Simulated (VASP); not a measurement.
# LiMg15O16 (a cell with a defect) in VASP: single point with LDA

Aim: the single point of LiMg15O16 (a cell with a defect) with LDA.

All numbers are computed with VASP 6.6.1; they aren't measurements. Logs are shortened: lines on timing, memory, paths and dates and some standing lists are left out, and cuts for length are marked.

### Step 1. The cell of the first run

The cell holds a defect, 32 atoms: a = 7.204 Å, b = 7.204 Å, c = 7.204 Å, α = 109.47°, β = 109.47°, γ = 109.47°.

### Step 2. Single point, LDA

INCAR

```
PREC = Accurate
ENCUT = 520
EDIFF = 1E-7
ISMEAR = 0
SIGMA = 0.01
LREAL = Auto
LASPH = T
NELM = 80
ALGO = Normal
ISIF = 2
LWAVE = F
LCHARG = F
NELECT = 130.0
NBANDS = 86
```

KPOINTS

```
Automatic mesh
0
Gamma
  2 2 2
  0.5 0.5 0.5
```

POSCAR

```
LiMg15O16
1.0
    4.1591586629     -4.1591586629      4.1591586629
   -4.1591586629     -4.1591586629     -4.1591586629
    4.1591586629      4.1591586629     -4.1591586629
Li Mg O
1 15 16
Direct
    0.7498506802      0.2496224921      0.0001436314
   -0.0022269189      0.2501482190      0.7532999728
   -0.0022171606      0.0027058599      0.0007077874
    0.2504291565      0.2501027126      0.5007166346
    0.2555521634      0.0026672647      0.7532633789
    0.2504200053      0.7501459146      0.0006917320
    0.5029666947      0.2501335218      0.2481061080
    0.5028836536      0.0026183113      0.5057121860
    0.5028855922      0.7551710348      0.7532397854
    0.5029420512      0.4975266954      0.0006759339
    0.7504970199      0.0027219653      0.2481632651
    0.7503360201      0.7501456249      0.5007215463
    0.7504564685      0.4975716599      0.7532792646
   -0.0023044943      0.7448455788      0.2480595624
   -0.0023134993      0.4974566057      0.4953586422
    0.2451418249      0.4974848051      0.2480597953
    0.4951024641      0.2501300308      0.7453810715
    0.7503477274      0.2500922897      0.5006579775
    0.7503176215     -0.0052023191      0.7453699150
    0.0057905832      0.2500796312      0.2560885433
    0.0003596916      0.0001077003      0.5006799469
    0.0003551306      0.7501189099      0.7506974070
    0.2503835435      0.2501553023      0.0007361576
    0.2503933243      0.0001247904      0.2507093091
    0.2503748482      0.7500752876      0.5006327011
    0.2504158989      0.5001457035      0.7507124517
    0.4950757077     -0.0052083458      0.0006971584
    0.5004250525      0.7501573473      0.2507070723
    0.5004192782      0.5001458196      0.5007404031
    0.7503716624      0.7501188385      0.0006923149
    0.7503382691      0.5055110540      0.2560767453
    0.0057884955      0.5055269335      0.0006939419
```

Potentials or basis: VASP PAW LDA potentials, release 64 (Li_sv, Mg, O).

Command:

```bash
> cat potpaw_LDA.64/Li_sv/POTCAR potpaw_LDA.64/Mg/POTCAR potpaw_LDA.64/O/POTCAR > POTCAR
> mpirun -np 1 vasp_std > vasp.out
```

OUTCAR:

```text
PREC = Accurate
   ENCUT = 520
   EDIFF = 1E-7
   ISMEAR = 0
   LREAL = Auto
   LASPH = T
   NELM = 80
   ISIF = 2
   NELECT = 130.0

 ion  position               nearest neighbor table
   1  0.750  0.250  0.000-  17 2.12  19 2.12  27 2.12  32 2.13  31 2.13  20 2.13   5 2.91   8 2.91
                             9 2.91   2 2.91  10 2.91  13 2.91   7 2.91   3 2.91  11 2.91  15 2.91
   2  0.998  0.250  0.753-  32 2.06  19 2.06  18 2.08  23 2.08  26 2.10  21 2.10  13 2.91  16 2.91
                             1 2.91   3 2.91   8 2.91   6 2.94  12 2.94  11 2.97  10 2.97   4 2.97
   3  0.998  0.003  0.001-  20 2.06  19 2.06  30 2.08  23 2.08  22 2.10  24 2.10  11 2.91  16 2.91
                             1 2.91   2 2.91   9 2.91  12 2.94   4 2.94  13 2.97   6 2.97   7 2.97
   4  0.250  0.250  0.501-  20 2.03  17 2.04  24 2.08  29 2.08  21 2.08  26 2.08  11 2.94   8 2.94
                            10 2.94   5 2.94   3 2.94  13 2.94  16 2.94  15 2.94   9 2.97   7 2.97
   5  0.256  0.003  0.753-  27 2.06  17 2.06  25 2.08  23 2.08  22 2.10  21 2.10   1 2.91   9 2.91
                             7 2.91  10 2.91   8 2.91   6 2.94   4 2.94  12 2.97  14 2.97  15 2.97
   6  0.250  0.750  0.001-  32 2.03  27 2.04  26 2.08  28 2.08  24 2.08  22 2.08   9 2.94   5 2.94
                            13 2.94   7 2.94   2 2.94  16 2.94  11 2.94  14 2.94   8 2.97  10 2.97
   7  0.503  0.250  0.248-  31 2.06  27 2.06  18 2.08  23 2.08  24 2.10  29 2.10  15 2.91  10 2.91
                             5 2.91   1 2.91  11 2.91   6 2.94  12 2.94   4 2.97   8 2.97  13 2.97
   8  0.503  0.003  0.506-  19 2.06  17 2.06  25 2.08  18 2.08  24 2.10  28 2.10   1 2.91   5 2.91
                             2 2.91  13 2.91   9 2.91  12 2.94   4 2.94   6 2.97   7 2.97  16 2.97
   9  0.503  0.755  0.753-  27 2.06  19 2.06  30 2.08  25 2.08  26 2.10  29 2.10   1 2.91   5 2.91
[... 17 lines left out ...]
  19  0.750  0.995  0.745-  12 2.04   2 2.06   3 2.06   8 2.06   9 2.06   1 2.12
  20  0.006  0.250  0.256-   4 2.03  11 2.06   3 2.06  15 2.06  16 2.06   1 2.13
  21  0.000  0.000  0.501-  12 2.08   4 2.08  11 2.10   5 2.10  14 2.10   2 2.10
  22  0.000  0.750  0.751-  12 2.08   6 2.08  13 2.10   3 2.10   5 2.10  15 2.10
[... 8 lines left out ...]
  31  0.750  0.506  0.256-  12 2.03  15 2.06  14 2.06   7 2.06  10 2.06   1 2.13
  32  0.006  0.506  0.001-   6 2.03   2 2.06  16 2.06  14 2.06  13 2.06   1 2.13

  LATTYP: Found a body centered cubic cell.
 ALAT       =     8.3183173258

  Lattice vectors:

 A1 = (   4.1591586629,  -4.1591586629,   4.1591586629)
 A2 = (  -4.1591586629,  -4.1591586629,  -4.1591586629)
 A3 = (   4.1591586629,   4.1591586629,  -4.1591586629)

Analysis of symmetry for initial positions (statically):
=====================================================================
 Subroutine PRICEL returns:
 Original cell was already a primitive cell.

 Routine SETGRP: Setting up the symmetry group for a
 body centered cubic supercell.

 Subroutine GETGRP returns: Found  1 space group operations
 (whereof  1 operations were pure point group operations)
 out of a pool of 48 trial point group operations.

The static configuration has the point symmetry C_1 .

Analysis of symmetry for dynamics (positions and initial velocities):
=====================================================================
 Subroutine PRICEL returns:
 Original cell was already a primitive cell.

 Routine SETGRP: Setting up the symmetry group for a
 body centered cubic supercell.

 Subroutine GETGRP returns: Found  1 space group operations
 (whereof  1 operations were pure point group operations)
 out of a pool of 48 trial point group operations.

The dynamic configuration has the point symmetry C_1 .

 Subroutine INISYM returns: Found  1 space group operations
 (whereof  1 operations are pure point group operations),
 and found     1 'primitive' translations

----------------------------------------------------------------------------------------

                                     Primitive cell

  volume of cell :     287.7905

  direct lattice vectors                    reciprocal lattice vectors
     4.159158663 -4.159158663  4.159158663     0.120216621 -0.120216621  0.000000000
    -4.159158663 -4.159158663 -4.159158663     0.000000000 -0.120216621 -0.120216621
     4.159158663  4.159158663 -4.159158663     0.120216621  0.000000000 -0.120216621

  length of vectors
     7.203874121  7.203874121  7.203874121     0.170011976  0.170011976  0.170011976

  position of ions in fractional coordinates (direct lattice)
     0.749850680  0.249622492  0.000143631
     0.997773081  0.250148219  0.753299973
     0.997782839  0.002705860  0.000707787
     0.250429156  0.250102713  0.500716635
     0.255552163  0.002667265  0.753263379
     0.250420005  0.750145915  0.000691732
[... 24 lines left out ...]
     0.750338269  0.505511054  0.256076745
     0.005788495  0.505526934  0.000693942

  ion indices of the primitive-cell ions
   primitive index   ion index
                 1           1
                 2           2
                 3           3
                 4           4
                 5           5
                 6           6
[... 24 lines left out ...]
                31          31
                32          32

----------------------------------------------------------------------------------------

 KPOINTS: Automatic mesh

Automatic generation of k-mesh.
 Grid dimensions read from file:
 generate k-points for:    2    2    2

 Generating k-lattice:

  Cartesian coordinates                     Fractional coordinates (reciprocal lattice)
     0.060108310 -0.060108310  0.000000000     0.500000000  0.000000000  0.000000000
     0.000000000 -0.060108310 -0.060108310     0.000000000  0.500000000  0.000000000
     0.060108310  0.000000000 -0.060108310     0.000000000  0.000000000  0.500000000

  Length of vectors
     0.085005988  0.085005988  0.085005988

  Shift w.r.t. Gamma in fractional coordinates (k-lattice)
     0.500000000  0.500000000  0.500000000

 Subroutine IBZKPT returns following result:
 ===========================================

 Found      4 irreducible k-points:

 Following reciprocal coordinates:
            Coordinates               Weight
  0.250000  0.250000  0.250000      2.000000
 -0.250000  0.250000  0.250000      2.000000
  0.250000 -0.250000  0.250000      2.000000
  0.250000  0.250000 -0.250000      2.000000
   k-points           NKPTS =      4   k-points in BZ     NKDIM =      4   number of bands    NBANDS=     86
   number of dos      NEDOS =    301   number of ions     NIONS =     32
   total plane-waves  NPLWV = 157464
   dimension x,y,z NGX =    54 NGY =   54 NGZ =   54
   dimension x,y,z NGXF=   108 NGYF=  108 NGZF=  108
   ions per type =               1  15  16
   NGX,Y,Z   is equivalent  to a cutoff of  12.46, 12.46, 12.46 a.u.
   NGXF,Y,Z  is equivalent  to a cutoff of  24.92, 24.92, 24.92 a.u.
 SYSTEM =  unknown system
   PREC   = accura    normal or accurate (medium, high low for compatibility)
   ISTART =      0    job   : 0-new  1-cont  2-samecut
   ICHARG =      2    charge: 1-file 2-atom 10-const
   ISPIN  =      1    spin polarized calculation?
   LNONCOLLINEAR =      F non collinear calculations
   LSORBIT =      F    spin-orbit coupling
   LASPH  =      T    aspherical Exc in radial PAW
   ENCUT  =  520.0 eV  38.22 Ry    6.18 a.u.  13.39 13.39 13.39*2*pi/ulx,y,z
   NELM   =     80;   NELMIN=  2; NELMDL= -5     # of ELM steps
   EDIFF  = 0.1E-06   stopping-criterion for ELM
   LREAL  =      T    real-space projection
   EDIFFG = 0.1E-05   stopping-criterion for IOM
   NSW    =      0    number of steps for IOM
   IBRION =     -1    ionic relax: 0-MD 1-quasi-New 2-CG
   NFREE  =      0    steps in history (QN), initial steepest desc. (CG)
   ISIF   =      2    stress and relaxation
   ISYM   =      2    0-nonsym 1-usesym 2-fastsym
   POTIM  = 0.5000    time-step for ionic-motion
   TEBEG  =    0.0;   TEEND  =   0.0 temperature during run
   PSTRESS=    0.0 pullay stress
   NELECT =     130.0000    total number of electrons
   NUPDOWN=      -1.0000    fix difference up-down
   EMIN   =  10.00;   EMAX   =-10.00  energy-range for DOS
   EFERMI =   0.00;   METHOD = LEGACY
   ISMEAR =     0;   SIGMA  =   0.01  broadening in eV -4-tet -1-fermi 0-gaus
   EFERMI_NEDOS =   21; number of points for ismear=-14 and -15
   IALGO  =     38    algorithm
   IMIX   =      4    mixing-type and parameters
     AMIX     =   0.40;   BMIX     =  1.00
     AMIX_MAG =   1.60;   BMIX_MAG =  1.00
  volume/ion in A,a.u.               =       8.99        60.69
  Fermi-wavevector in a.u.,A,eV,Ry     =   1.256118  2.373719 21.467716  1.577833
  Thomas-Fermi vector in A             =   2.389842
   LORBIT       =      0    0 simple, 1 ext, 2 COOP (PROOUT), +10 PAW based schemes
   GGA     = CA    functional components
   LHFCALC =     F    Hartree Fock is set to
   AEXX    =    0.0000 exact exchange contribution
   IVDW    =     0    specifies the selected vdW correction
   LEPSILON=     F    determine dielectric tensor
   LRPA    =     F    only Hartree local field effects (RPA)
 non-spin polarized calculation
 Gauss-broadening in eV      SIGMA  =   0.01
  energy-cutoff  :      520.00
  volume of cell :      287.79
 maximum number of plane-waves:      7747
 NGX is ok and might be reduce to    54
   NGX = 27   NGY = 27   NGZ = 27

 number of electron     130.0000052 magnetization

 Free energy of the ion-electron system (eV)
  ---------------------------------------------------
  ext. energy  EPLUGINS =         0.00000000
  ---------------------------------------------------
  free energy    TOTEN  =      -208.69393233 eV

  energy without entropy =     -208.69393233  energy(sigma->0) =     -208.69393233

 E-fermi :   2.9430     XC(G=0): -11.7300

 val. band max:        2.8715196258   @ k =   0.2500   0.2500   0.2500
 cond. band min:       9.3466553463   @ k =   0.2500  -0.2500   0.2500
 fundamental gap:      6.4751357205
 Fermi energy:         2.9430450375

 k-point     1 :       0.2500    0.2500    0.2500
  band No.  band energies     occupation
      1     -38.4015      2.00000
      2     -13.5465      2.00000
      3     -13.5464      2.00000
      4     -13.5462      2.00000
      5     -13.3630      2.00000
      6     -12.7182      2.00000
[... 309 lines left out ...]
     76      13.0140      0.00000
     77      13.0323      0.00000
 [bands above 77 left out]

------------------------ aborting loop because EDIFF is reached ----------------------------------------

  FORCE on cell =-STRESS in cart. coord.  units (eV):
  Direction    XX          YY          ZZ          XY          YZ          ZX
  --------------------------------------------------------------------------------------
  -------------------------------------------------------------------------------------
  Total        3.7003049      3.7034571      3.7003708      0.0029710      0.0003927     -0.0028623
  in kB       20.6002096     20.6177584     20.6005762      0.0165400      0.0021863     -0.0159347
  external PRESSURE =      20.6061814 kB  Pullay stress =       0.0000000 kB

 VOLUME and BASIS-vectors are now :
 -----------------------------------------------------------------------------
  energy-cutoff  :      520.00
  volume of cell :      287.79
      direct lattice vectors                 reciprocal lattice vectors
     4.159158663 -4.159158663  4.159158663     0.120216621 -0.120216621  0.000000000
    -4.159158663 -4.159158663 -4.159158663     0.000000000 -0.120216621 -0.120216621
     4.159158663  4.159158663 -4.159158663     0.120216621  0.000000000 -0.120216621

 POSITION                                       TOTAL-FORCE (eV/Angst)
 -----------------------------------------------------------------------------------
      2.08113     -4.15637      2.07993         0.007378     -0.001967     -0.004069
      6.24258     -2.05721     -0.02360         0.000801      0.008437     -0.007161
      4.14163     -4.15825      4.13574        -0.007817     -0.000100     -0.008206
      2.08392      0.00077     -2.08120         0.000267      0.000538     -0.001132
      4.18473      2.05897     -2.08115         0.006447     -0.008586     -0.001687
     -2.07556     -4.15864     -2.08132         0.000811      0.001278     -0.000655
[... 24 lines left out ...]
      2.08334     -4.15821     -0.04679        -0.000290     -0.000323     -0.004761
     -2.07561     -2.12376     -2.08138        -0.000069     -0.010148      0.000348
 -----------------------------------------------------------------------------------
    total drift:                               -0.014035     -0.000163      0.002949

  FREE ENERGIE OF THE ION-ELECTRON SYSTEM (eV)
  ---------------------------------------------------
  free  energy   TOTEN  =      -208.6939323283 eV

  energy  without entropy=     -208.6939323283  energy(sigma->0) =     -208.69393233
```

Wall time 4.6 min (1 thread of AMD EPYC 7R13 (Zen 3), shared host); peak memory 0.3 GiB.

Results:

```yaml
Free_energy: -208.6939 eV
Largest_force: 0.017 eV/Å
```

Forces in eV/Å, atoms in the order of the input:
```
Li   0.007 -0.002 -0.004
Mg   0.001  0.008 -0.007
Mg  -0.008  0.000 -0.008
Mg   0.000  0.001 -0.001
Mg   0.006 -0.009 -0.002
Mg   0.001  0.001 -0.001
Mg   0.001 -0.009  0.009
Mg   0.012  0.000 -0.012
Mg   0.000 -0.014 -0.010
Mg   0.011 -0.001  0.007
Mg  -0.014 -0.007 -0.001
Mg   0.002 -0.001  0.001
Mg   0.008  0.012 -0.001
Mg   0.001  0.005  0.009
Mg  -0.002  0.000  0.006
Mg  -0.007  0.008 -0.001
O   -0.014  0.003  0.000
O   -0.002 -0.003  0.001
O    0.000 -0.002  0.013
O    0.004 -0.001 -0.002
O    0.012  0.001 -0.005
O   -0.002 -0.004  0.003
O   -0.005  0.000  0.006
O   -0.003 -0.001  0.003
O   -0.004  0.002 -0.003
O   -0.004  0.002  0.003
O   -0.001  0.014 -0.001
O   -0.004  0.002  0.002
O    0.005  0.003 -0.002
O   -0.002  0.000  0.003
O    0.000  0.000 -0.005
O    0.000 -0.010  0.000
```

Caveat: the cell carries a net charge on a neutralising background, which shifts energy and pressure; the cell is charged against a uniform background, so pressure and absolute levels hang on convention; the cutoff is under 1.25 times the usual one of these potentials, so pressure, stress and relaxed cells hold a basis-set (Pulay) error.
